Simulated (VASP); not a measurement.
# Ti (P6_3/mmc) in VASP: notebook, part 2 of 2

VASP 6.6.1. Earlier steps stand in the parts before.

### Step 4. Single point, r2SCAN (19.40 Å³/atom)

This run uses another cell than the first one, of 19.40 Å³/atom.

The input, POSCAR:

```
Ti
1.0
    3.0488829356      0.0000000000      0.0000000000
   -1.5244414678      2.6404100754      0.0000000000
    0.0000000000      0.0000000000      4.8203210172
Ti
2
Direct
    0.3333333333      0.6666666667      0.2500000000
    0.6666666667      0.3333333333      0.7500000000
```

The input, INCAR.step1:

```
PREC     = Accurate       # precision mode
ENCUT    = 550            # plane-wave cutoff, eV
ISMEAR   = -1             # smearing method
SIGMA    = 0.1            # smearing width, eV
LREAL    = F              # projectors in reciprocal space
LASPH    = T              # aspherical terms in the spheres
NELM     = 120            # most SCF steps
NBANDS   = 19             # bands
GGA      = PE             # functional
ALGO     = Normal         # electronic algorithm
EDIFF    = 1E-5           # SCF threshold, eV
LWAVE    = T              # write WAVECAR
LCHARG   = F              # write CHGCAR
GGA_COMPAT= F
```

The input, INCAR.step2:

```
PREC     = Accurate       # precision mode
ENCUT    = 550            # plane-wave cutoff, eV
EDIFF    = 1E-6           # SCF threshold, eV
ISMEAR   = -1             # smearing method
SIGMA    = 0.1            # smearing width, eV
LREAL    = F              # projectors in reciprocal space
LASPH    = T              # aspherical terms in the spheres
NELM     = 120            # most SCF steps
ALGO     = Normal         # electronic algorithm
ISIF     = 2              # what is computed and relaxed
LWAVE    = F              # write WAVECAR
LCHARG   = F              # write CHGCAR
METAGGA  = R2SCAN         # meta-GGA
LMIXTAU  = T            
NBANDS   = 19             # bands
ISTART   = 1            
GGA_COMPAT= F
```

The input, KPOINTS:

```
Automatic mesh
0
Gamma
  20 20 11
```

Potentials or basis: VASP PAW PBE potentials, release 64 (Ti_sv).

Command:

```console
cat potpaw_PBE.64/Ti_sv/POTCAR > POTCAR
cp INCAR.step1 INCAR
mpirun -np 1 vasp_std > vasp.out
cp INCAR.step2 INCAR
mpirun -np 1 vasp_std > vasp.out
```

OUTCAR:

```text
PREC = Accurate
   ENCUT = 550
   EDIFF = 1E-6
   ISMEAR = -1
   LREAL = F
   LASPH = T
   NELM = 120
   ISIF = 2
   METAGGA = R2SCAN
   ISTART = 1

 ion  position               nearest neighbor table
   1  0.333  0.667  0.250-
   2  0.667  0.333  0.750-

  LATTYP: Found a hexagonal cell.
 ALAT       =     3.0488829356
 C/A-ratio  =     1.5810121671

  Lattice vectors:

 A1 = (   3.0488829356,   0.0000000000,   0.0000000000)
 A2 = (  -1.5244414678,   2.6404100754,   0.0000000000)
 A3 = (   0.0000000000,   0.0000000000,   4.8203210172)

Analysis of symmetry for initial positions (statically):
=====================================================================
 Subroutine PRICEL returns:
 Original cell was already a primitive cell.

 Routine SETGRP: Setting up the symmetry group for a
 hexagonal supercell.

 Subroutine GETGRP returns: Found 24 space group operations
 (whereof 12 operations were pure point group operations)
 out of a pool of 24 trial point group operations.

[... 151 lines left out ...]
 NGX is ok and might be reduce to    24
   NGX = 11   NGY = 11   NGZ = 19

 number of electron      23.9999998 magnetization

 Free energy of the ion-electron system (eV)
  ---------------------------------------------------
  ext. energy  EPLUGINS =         0.00000000
  ---------------------------------------------------
  free energy    TOTEN  =       -25.78937412 eV

  energy without entropy =      -25.71470499  energy(sigma->0) =      -25.75203955

 E-fermi :   7.2485     XC(G=0): -11.8410

 val. band max:        7.2465415344   @ k =   0.3500   0.3000   0.2727
 cond. band min:       7.2580728335   @ k =   0.3000   0.2000   0.4545
 fundamental gap:      0.0115312991
 Fermi energy:         7.2485090911

 k-point     1 :       0.0000    0.0000    0.0000
  band No.  band energies     occupation
      1     -52.1855      2.00000
      2     -52.0939      2.00000
      3     -27.6244      2.00000
      4     -27.1575      2.00000
      5     -27.1575      2.00000
      6     -27.1099      2.00000
[... 505 lines left out ...]
      6     -27.2269      2.00000
[... 11 lines left out ...]
     18       9.9481      0.00000
     19      10.4804      0.00000

 [... further k-points ...]
[... 5 lines left out ...]
  --------------------------------------------------------------------------------------
  -------------------------------------------------------------------------------------
  Total       -2.5493023     -2.5493023     -2.5299406      0.0000000      0.0000000      0.0000000
  in kB     -105.2552655   -105.2552655   -104.4558605      0.0000000      0.0000000      0.0000000
  external PRESSURE =    -104.9887972 kB  Pullay stress =       0.0000000 kB

 VOLUME and BASIS-vectors are now :
 -----------------------------------------------------------------------------
  energy-cutoff  :      550.00
  volume of cell :       38.81
      direct lattice vectors                 reciprocal lattice vectors
     3.048882936  0.000000000  0.000000000     0.327988979  0.189364525  0.000000000
    -1.524441468  2.640410075  0.000000000     0.000000000  0.378729050  0.000000000
     0.000000000  0.000000000  4.820321017     0.000000000  0.000000000  0.207455063

 POSITION                                       TOTAL-FORCE (eV/Angst)
 -----------------------------------------------------------------------------------
     -0.00000      1.76027      1.20508         0.000000      0.000000      0.000000
      1.52444      0.88014      3.61524        -0.000000      0.000000      0.000000
 -----------------------------------------------------------------------------------
    total drift:                               -0.000000      0.000000     -0.000000

  FREE ENERGIE OF THE ION-ELECTRON SYSTEM (eV)
  ---------------------------------------------------
  free  energy   TOTEN  =       -25.7893741167 eV

  energy  without entropy=      -25.7147049859  energy(sigma->0) =      -25.75203955
```

OUTCAR.step1:

```text
PREC = Accurate
   ENCUT = 550
   ISMEAR = -1
   LREAL = F
   LASPH = T
   NELM = 120
[... 750 lines left out ...]
 -----------------------------------------------------------------------------------
     -0.00000      1.76027      1.20508         0.000000      0.000000      0.000000
      1.52444      0.88014      3.61524        -0.000000     -0.000000      0.000000
 -----------------------------------------------------------------------------------
    total drift:                               -0.000000      0.000000     -0.000000

  FREE ENERGIE OF THE ION-ELECTRON SYSTEM (eV)
  ---------------------------------------------------
  free  energy   TOTEN  =       -15.5717660498 eV

  energy  without entropy=      -15.4831312947  energy(sigma->0) =      -15.52744867
```

Run time: 19 min. Hardware: 1 thread of Oxide Virtual Turin-like, shared host; peak memory 0.26 GiB.

Results:

| Quantity | Value |
| --- | --- |
| Free energy | -25.7894 eV |
| Pressure | -10.5 GPa |
| Band gap on the k mesh | zero (bands 12 and 13 overlap by 1.22 eV) |

Caveat: the cell stands under tension; the PAW data sets were made with another functional, which shifts forces and pressure a little.

### Step 5. Overview

```csv
cell,gap on the mesh (eV),pressure (GPa)
"a = 2.974, b = 2.974, c = 4.703 Å, angles 90.0, 90.0, 120.0°, 2 atoms",none,-3.9
"a = 3.012, b = 3.012, c = 4.762 Å, angles 90.0, 90.0, 120.0°, 2 atoms",none,-7.5
"a = 3.049, b = 3.049, c = 4.820 Å, angles 90.0, 90.0, 120.0°, 2 atoms",none,-10.5
```

Alike in all rows: task single point; level r2SCAN; potentials or basis VASP PAW PBE potentials, release 64 (Ti_sv); no spin polarisation; k mesh 20 × 20 × 11; cutoff (eV) 550; smearing fermi-dirac 0.1 eV.

Caveats: the cell stands under tension; the PAW data sets were made with another functional, which shifts forces and pressure a little.

Absolute energies hang on the potentials; compare differences alone.
